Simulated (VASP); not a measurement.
BP:

```
B P
1.0
     0.00000    2.26832    2.22295
     2.26832    0.00000    2.22295
     2.26832    2.26832    0.00000
B P
1 1
Cartesian
  0.0000 0.0000 0.0000
  1.1342 1.1342 1.1115
```

This cell differs from its parent crystal: uniaxial z strain -2.0%.

Base run:

```yaml
Program: VASP 6.6.1
Functional: PBE
Potentials_or_basis: VASP PAW PBE potentials, release 64 (B, P)
Cutoff: 520 eV
k_mesh: 6 × 6 × 6
Occupations: gaussian, width 0.01 eV
Spin: no spin polarisation
```

Its results: band gap on the k mesh 1.01 eV, indirect (least direct gap 3.23 eV); pressure 4.7 GPa.

Q: The run is repeated on the same cell with these changes: k mesh from 6 × 6 × 6 to 10 × 10 × 10; occupations from gaussian, width 0.01 eV to fermi-dirac, width 0.02 eV. What comes out?

A: Band gap on the k mesh 0.91 eV, indirect (least direct gap 3.23 eV); pressure 4.5 GPa.

A k mesh can miss the band edges.
